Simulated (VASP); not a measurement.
# Ta4H3 (Cmmm) in VASP: single point with PBE

Aim: the single point of Ta4H3 with PBE.

Everything below comes from runs of VASP 6.6.1. Logs are shortened: lines on timing, memory, paths and dates and some standing lists are left out, and cuts for length are marked.

## 1. The cell of the first run

It takes space group Cmmm (No. 65, orthorhombic). The conventional cell has a = 6.425 Å, b = 7.610 Å, c = 3.239 Å, α = 90.00°, β = 90.00°, γ = 90.00°. Ta (site symmetry m2m) has 5 H at 2.00 to 2.28 Å within 2.7 Å. Ta (site symmetry 2mm) has 4 H at 1.90 to 2.27 Å within 2.5 Å. Within 2.5 Å of H (site symmetry 2/m) lie 6 Ta at 1.90 to 2.28 Å. H (site symmetry mmm) has 6 Ta at 2.00 to 2.27 Å within 2.7 Å.

The cell was generated, and may not be a known phase.

## 2. Single point, PBE

Contents of INCAR:

```
SYSTEM = Ta4H3
PREC     = Accurate       ! precision mode
ENCUT    = 500            ! plane-wave cutoff, eV
EDIFF    = 1E-6           ! SCF threshold, eV
ISMEAR   = 0              ! smearing method
SIGMA    = 0.2            ! smearing width, eV
LREAL    = .FALSE.        ! projectors in reciprocal space
LASPH    = .TRUE.         ! aspherical terms in the spheres
NELM     = 120            ! most SCF steps
ALGO     = Normal         ! electronic algorithm
ISIF     = 2              ! what is computed and relaxed
LWAVE    = .FALSE.        ! write WAVECAR
LCHARG   = .FALSE.        ! write CHGCAR
GGA      = PE             ! functional
NBANDS   = 32             ! bands
GGA_COMPAT= .FALSE.
```

Contents of KPOINTS:

```
Automatic mesh
0
G
  3 3 5
  0 0 0
```

Contents of POSCAR:

```
Ta4H3
1.0
    3.2123150730     -3.8051986109      0.0000000000
    3.2123150730      3.8051986109      0.0000000000
    0.0000000000      0.0000000000      3.2387447920
Ta H
4 3
Direct
    0.7368291953      0.2631708047      0.5000000000
    0.7514618941      0.7514618941      0.0000000000
    0.2631708047      0.7368291953      0.5000000000
    0.2485381059      0.2485381059      0.0000000000
    0.0000000000      0.5000000000      0.0000000000
    0.0000000000      0.0000000000      0.5000000000
    0.5000000000      0.0000000000      0.0000000000
```

Potentials or basis: VASP PAW PBE potentials, release 64 (Ta_pv, H).

Command:

```sh
> cat potpaw_PBE.64/Ta_pv/POTCAR potpaw_PBE.64/H/POTCAR > POTCAR
> mpirun -np 1 vasp_std > vasp.out
```

OUTCAR:

```text
SYSTEM = Ta4H3
   PREC = Accurate
   ENCUT = 500
   EDIFF = 1E-6
   ISMEAR = 0
   LREAL = .FALSE.
   LASPH = .TRUE.
   NELM = 120
   ISIF = 2
   GGA = PE

 ion  position               nearest neighbor table
   1  0.737  0.263  0.500-   6 2.00   4 2.91   2 2.91   2 2.91   4 2.91   4 3.03   4 3.03   2 3.03
                             2 3.03   3 3.22   3 3.22   3 3.60
   2  0.751  0.751  0.000-   5 1.90   7 1.90   1 2.91   3 2.91   1 2.91   3 2.91   1 3.03   1 3.03
                             3 3.03   3 3.03   4 3.19   4 3.23
   3  0.263  0.737  0.500-   6 2.00   4 2.91   2 2.91   2 2.91   4 2.91   4 3.03   4 3.03   2 3.03
                             2 3.03   1 3.22   1 3.22   1 3.60
   4  0.249  0.249  0.000-   5 1.90   7 1.90   1 2.91   3 2.91   1 2.91   3 2.91   3 3.03   3 3.03
                             1 3.03   1 3.03   2 3.19   2 3.23
   5  0.000  0.500  0.000-   2 1.90   4 1.90
   6  0.000  0.000  0.500-   1 2.00   3 2.00
   7  0.500  0.000  0.000-   2 1.90   4 1.90

  LATTYP: Found a base centered orthorhombic cell.
 ALAT       =     6.4246301460
 B/A-ratio  =     1.1845658114
 C/A-ratio  =     0.5041138118

  Lattice vectors:

 A1 = (   3.2123150730,  -3.8051986109,   0.0000000000)
 A2 = (   3.2123150730,   3.8051986109,   0.0000000000)
 A3 = (   0.0000000000,   0.0000000000,   3.2387447920)

Analysis of symmetry for initial positions (statically):
=====================================================================
 Subroutine PRICEL returns:
 Original cell was already a primitive cell.

 Routine SETGRP: Setting up the symmetry group for a
 base centered orthorhombic supercell.

 Subroutine GETGRP returns: Found  8 space group operations
 (whereof  8 operations were pure point group operations)
 out of a pool of  8 trial point group operations.

The static configuration has the point symmetry D_2h.

Analysis of symmetry for dynamics (positions and initial velocities):
=====================================================================
 Subroutine PRICEL returns:
 Original cell was already a primitive cell.

 Routine SETGRP: Setting up the symmetry group for a
 base centered orthorhombic supercell.

 Subroutine GETGRP returns: Found  8 space group operations
 (whereof  8 operations were pure point group operations)
 out of a pool of  8 trial point group operations.

The dynamic configuration has the point symmetry D_2h.

 Subroutine INISYM returns: Found  8 space group operations
 (whereof  8 operations are pure point group operations),
 and found     1 'primitive' translations

----------------------------------------------------------------------------------------

                                     Primitive cell

  volume of cell :      79.1776

  direct lattice vectors                    reciprocal lattice vectors
     3.212315073 -3.805198611  0.000000000     0.155650983 -0.131399186  0.000000000
     3.212315073  3.805198611  0.000000000     0.155650983  0.131399186  0.000000000
     0.000000000  0.000000000  3.238744792     0.000000000  0.000000000  0.308761593

  length of vectors
     4.979809695  4.979809695  3.238744792     0.203698244  0.203698244  0.308761593

  position of ions in fractional coordinates (direct lattice)
     0.736829195  0.263170805  0.500000000
     0.751461894  0.751461894  0.000000000
     0.263170805  0.736829195  0.500000000
     0.248538106  0.248538106  0.000000000
     0.000000000  0.500000000  0.000000000
     0.000000000  0.000000000  0.500000000
     0.500000000  0.000000000  0.000000000

  ion indices of the primitive-cell ions
   primitive index   ion index
                 1           1
                 2           2
                 3           3
                 4           4
                 5           5
                 6           6
                 7           7

----------------------------------------------------------------------------------------

 KPOINTS: Automatic mesh

Automatic generation of k-mesh.
 Grid dimensions read from file:
 generate k-points for:    3    3    5

 Generating k-lattice:

  Cartesian coordinates                     Fractional coordinates (reciprocal lattice)
     0.051883661 -0.043799729  0.000000000     0.333333333  0.000000000  0.000000000
     0.051883661  0.043799729  0.000000000     0.000000000  0.333333333  0.000000000
     0.000000000  0.000000000  0.061752319     0.000000000  0.000000000  0.200000000

  Length of vectors
     0.067899415  0.067899415  0.061752319

  Shift w.r.t. Gamma in fractional coordinates (k-lattice)
     0.000000000  0.000000000  0.000000000

 Subroutine IBZKPT returns following result:
 ===========================================

 Found     12 irreducible k-points:

 Following reciprocal coordinates:
            Coordinates               Weight
  0.000000  0.000000  0.000000      1.000000
  0.333333 -0.000000  0.000000      4.000000
  0.333333  0.333333  0.000000      2.000000
 -0.333333  0.333333  0.000000      2.000000
  0.000000  0.000000  0.200000      2.000000
  0.333333 -0.000000  0.200000      8.000000
  0.333333  0.333333  0.200000      4.000000
 -0.333333  0.333333  0.200000      4.000000
  0.000000  0.000000  0.400000      2.000000
  0.333333 -0.000000  0.400000      8.000000
  0.333333  0.333333  0.400000      4.000000
 -0.333333  0.333333  0.400000      4.000000
   k-points           NKPTS =     12   k-points in BZ     NKDIM =     12   number of bands    NBANDS=     32
   number of dos      NEDOS =    301   number of ions     NIONS =      7
   total plane-waves  NPLWV =  31104
   dimension x,y,z NGX =    36 NGY =   36 NGZ =   24
   dimension x,y,z NGXF=    72 NGYF=   72 NGZF=   48
   ions per type =               4   3
   NGX,Y,Z   is equivalent  to a cutoff of  12.02, 12.02, 12.32 a.u.
   NGXF,Y,Z  is equivalent  to a cutoff of  24.04, 24.04, 24.64 a.u.
 SYSTEM =  Ta4H3
   PREC   = accura    normal or accurate (medium, high low for compatibility)
   ISTART =      0    job   : 0-new  1-cont  2-samecut
   ICHARG =      2    charge: 1-file 2-atom 10-const
   ISPIN  =      1    spin polarized calculation?
   LNONCOLLINEAR =      F non collinear calculations
   LSORBIT =      F    spin-orbit coupling
   LASPH  =      T    aspherical Exc in radial PAW
   ENCUT  =  500.0 eV  36.75 Ry    6.06 a.u.   9.08  9.08  5.90*2*pi/ulx,y,z
   NELM   =    120;   NELMIN=  2; NELMDL= -5     # of ELM steps
   EDIFF  = 0.1E-05   stopping-criterion for ELM
   LREAL  =      F    real-space projection
   EDIFFG = 0.1E-04   stopping-criterion for IOM
   NSW    =      0    number of steps for IOM
   IBRION =     -1    ionic relax: 0-MD 1-quasi-New 2-CG
   NFREE  =      0    steps in history (QN), initial steepest desc. (CG)
   ISIF   =      2    stress and relaxation
   ISYM   =      2    0-nonsym 1-usesym 2-fastsym
   POTIM  = 0.5000    time-step for ionic-motion
   TEBEG  =    0.0;   TEEND  =   0.0 temperature during run
   PSTRESS=    0.0 pullay stress
   NELECT =      47.0000    total number of electrons
   NUPDOWN=      -1.0000    fix difference up-down
   EMIN   =  10.00;   EMAX   =-10.00  energy-range for DOS
   EFERMI =   0.00;   METHOD = LEGACY
   ISMEAR =     0;   SIGMA  =   0.20  broadening in eV -4-tet -1-fermi 0-gaus
   EFERMI_NEDOS =   21; number of points for ismear=-14 and -15
   IALGO  =     38    algorithm
   IMIX   =      4    mixing-type and parameters
     AMIX     =   0.40;   BMIX     =  1.00
     AMIX_MAG =   1.60;   BMIX_MAG =  1.00
  volume/ion in A,a.u.               =      11.31        76.33
  Fermi-wavevector in a.u.,A,eV,Ry     =   1.375857  2.599993 25.755601  1.892983
  Thomas-Fermi vector in A             =   2.501155
   LORBIT       =      0    0 simple, 1 ext, 2 COOP (PROOUT), +10 PAW based schemes
   GGA     = PE    functional components
   LHFCALC =     F    Hartree Fock is set to
   AEXX    =    0.0000 exact exchange contribution
   IVDW    =     0    specifies the selected vdW correction
   LEPSILON=     F    determine dielectric tensor
   LRPA    =     F    only Hartree local field effects (RPA)
 non-spin polarized calculation
 Gauss-broadening in eV      SIGMA  =   0.20
  energy-cutoff  :      500.00
  volume of cell :       79.18
 maximum number of plane-waves:      2026
   NGX = 19   NGY = 19   NGZ = 11

 number of electron      47.0000012 magnetization

 Free energy of the ion-electron system (eV)
  ---------------------------------------------------
  ext. energy  EPLUGINS =         0.00000000
  ---------------------------------------------------
  free energy    TOTEN  =       -57.80725958 eV

  energy without entropy =      -57.74601776  energy(sigma->0) =      -57.77663867

 E-fermi :   5.8645     XC(G=0): -12.5361

 val. band max:        5.8167729388   @ k =  -0.3333   0.3333   0.4000
 cond. band min:       5.8685140317   @ k =  -0.3333   0.3333   0.4000
 fundamental gap:      0.0517410929
 Fermi energy:         5.8645128358

 k-point     1 :       0.0000    0.0000    0.0000
  band No.  band energies     occupation
      1     -28.9764      2.00000
      2     -28.8110      2.00000
      3     -28.7776      2.00000
      4     -28.4595      2.00000
      5     -28.4565      2.00000
      6     -28.2418      2.00000
[... 24 lines left out ...]
     31      10.8693      0.00000
     32      11.1196      0.00000

 k-point     2 :       0.3333   -0.0000    0.0000
  band No.  band energies     occupation
      1     -28.8621      2.00000
      2     -28.7399      2.00000
      3     -28.6456      2.00000
      4     -28.4377      2.00000
      5     -28.3947      2.00000
      6     -28.2698      2.00000
[... 24 lines left out ...]
     31       9.2783      0.00000
     32       9.8923      0.00000

 k-point     3 :       0.3333    0.3333    0.0000
  band No.  band energies     occupation
      1     -28.6877      2.00000
      2     -28.5779      2.00000
      3     -28.5654      2.00000
      4     -28.5466      2.00000
      5     -28.3310      2.00000
      6     -28.2625      2.00000
[... 24 lines left out ...]
     31       8.4936      0.00000
     32       9.5552      0.00000

 k-point     4 :      -0.3333    0.3333    0.0000
  band No.  band energies     occupation
      1     -28.7415      2.00000
      2     -28.6550      2.00000
      3     -28.5851      2.00000
      4     -28.3780      2.00000
      5     -28.3460      2.00000
      6     -28.2484      2.00000
[... 24 lines left out ...]
     31       8.5213      0.00000
     32       9.3518      0.00000

 k-point     5 :       0.0000    0.0000    0.2000
  band No.  band energies     occupation
      1     -28.8836      2.00000
      2     -28.7251      2.00000
      3     -28.7022      2.00000
      4     -28.5044      2.00000
      5     -28.4149      2.00000
      6     -28.3304      2.00000
[... 164 lines left out ...]
     31      10.2495      0.00000
     32      10.5543      0.00000

 k-point    10 :       0.3333   -0.0000    0.4000
  band No.  band energies     occupation
      1     -28.7251      2.00000
      2     -28.7041      2.00000
      3     -28.6088      2.00000
      4     -28.5673      2.00000
      5     -28.5100      2.00000
      6     -28.4156      2.00000
[... 24 lines left out ...]
     31      10.0529      0.00000
     32      10.2501      0.00000

 k-point    11 :       0.3333    0.3333    0.4000
  band No.  band energies     occupation
      1     -28.8758      2.00000
      2     -28.7426      2.00000
      3     -28.7203      2.00000
      4     -28.6728      2.00000
      5     -28.4344      2.00000
      6     -28.3282      2.00000
[... 24 lines left out ...]
     31      10.0561      0.00000
     32      10.3802      0.00000

 k-point    12 :      -0.3333    0.3333    0.4000
  band No.  band energies     occupation
      1     -28.8829      2.00000
      2     -28.7524      2.00000
      3     -28.7280      2.00000
      4     -28.7060      2.00000
      5     -28.4117      2.00000
      6     -28.3250      2.00000
[... 24 lines left out ...]
     31      10.3529      0.00000
     32      10.6277      0.00000

------------------------ aborting loop because EDIFF is reached ----------------------------------------

  FORCE on cell =-STRESS in cart. coord.  units (eV):
  Direction    XX          YY          ZZ          XY          YZ          ZX
  --------------------------------------------------------------------------------------
  -------------------------------------------------------------------------------------
  Total       -0.1366267      0.2106804      0.1201350     -0.0000000      0.0000000      0.0000000
  in kB       -2.7646736      4.2631697      2.4309608     -0.0000000      0.0000000      0.0000000
  external PRESSURE =       1.3098189 kB  Pullay stress =       0.0000000 kB

 VOLUME and BASIS-vectors are now :
 -----------------------------------------------------------------------------
  energy-cutoff  :      500.00
  volume of cell :       79.18
      direct lattice vectors                 reciprocal lattice vectors
     3.212315073 -3.805198611  0.000000000     0.155650983 -0.131399186  0.000000000
     3.212315073  3.805198611  0.000000000     0.155650983  0.131399186  0.000000000
     0.000000000  0.000000000  3.238744792     0.000000000  0.000000000  0.308761593

 POSITION                                       TOTAL-FORCE (eV/Angst)
 -----------------------------------------------------------------------------------
      3.21232     -1.80236      1.61937        -0.000000      0.004432      0.000000
      4.82786      0.00000      0.00000        -0.009945     -0.000000      0.000000
      3.21232      1.80236      1.61937        -0.000000     -0.004432     -0.000000
      1.59677      0.00000      0.00000         0.009945     -0.000000      0.000000
      1.60616      1.90260      0.00000        -0.000000     -0.000000      0.000000
      0.00000      0.00000      1.61937         0.000000     -0.000000      0.000000
      1.60616     -1.90260      0.00000         0.000000     -0.000000      0.000000
 -----------------------------------------------------------------------------------
    total drift:                                0.000000      0.000000     -0.000000

  FREE ENERGIE OF THE ION-ELECTRON SYSTEM (eV)
  ---------------------------------------------------
  free  energy   TOTEN  =       -57.8072595751 eV

  energy  without entropy=      -57.7460177626  energy(sigma->0) =      -57.77663867
```

It took 45 s on 1 thread of Intel Xeon 8259CL, shared host; peak memory 0.18 GiB.

Results:

| Quantity | Value |
| --- | --- |
| Free energy | -57.8073 eV |
| Pressure | 0.1 GPa |
| Largest force | 0.010 eV/Å |
| Band gap on the k mesh | zero (an odd number of electrons rules out a gap without spin polarisation) |

Forces in eV/Å, atoms in the order of the input:
```
Ta   0.000  0.004  0.000
Ta  -0.010  0.000  0.000
Ta   0.000 -0.004  0.000
Ta   0.010  0.000  0.000
H    0.000  0.000  0.000
H    0.000  0.000  0.000
H    0.000  0.000  0.000
```

Stress tensor (GPa, compression positive):
```
-0.28  0.00  0.00
 0.00  0.43  0.00
 0.00  0.00  0.24
```

Caveat: the k points lie up to 0.43 Å⁻¹ apart, too coarse for converged energies and pressures of a metal; spin-orbit coupling is left out, which moves the levels of the heavy elements; an odd number of electrons without spin polarisation forces a metal; a magnetic or distorted state may lie lower.

The gap in the log of VASP goes by the Fermi energy; the results here count the filled bands.